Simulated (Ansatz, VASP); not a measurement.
Two plane-wave programs on SrTiO3

```
CELL_PARAMETERS angstrom
3.82528 0.00000 0.00000
0.00000 3.82528 0.00000
0.00000 0.00000 3.82528
ATOMIC_POSITIONS crystal
Sr 0.00000 0.00000 0.00000
Ti 0.50000 0.50000 0.50000
O 0.00000 0.50000 0.50000
O 0.50000 0.00000 0.50000
O 0.50000 0.50000 0.00000
```

Change from the starting cell: volume scaled by 0.94, ions relaxed.

Alike in both runs: task relaxation of the atoms; functional PBE; k mesh 8 × 8 × 8; occupations fermi-dirac, width 0.02 eV; no spin polarisation.

|  | VASP | Ansatz |
| --- | --- | --- |
| version | VASP 6.6.1 | Ansatz 0.2.0 |
| potentials or method | VASP PAW PBE potentials, release 64 (Sr_sv, Ti_sv, O) | plane-wave PAW, scalar-relativistic |
| plane-wave cutoff (eV) | 520 | 420 |
| valence electrons in the cell | 40 | 40 |

|  | VASP | Ansatz | Ansatz less VASP |
| --- | --- | --- | --- |
| gap on the k mesh at the Fermi level, each at its own relaxed structure (eV) | 1.97 | 2.00 | +0.036 |

Ansatz's warnings: stress scf threshold loose.

Noted on VASP's run: the relaxation stopped at its first step, so nothing moved.
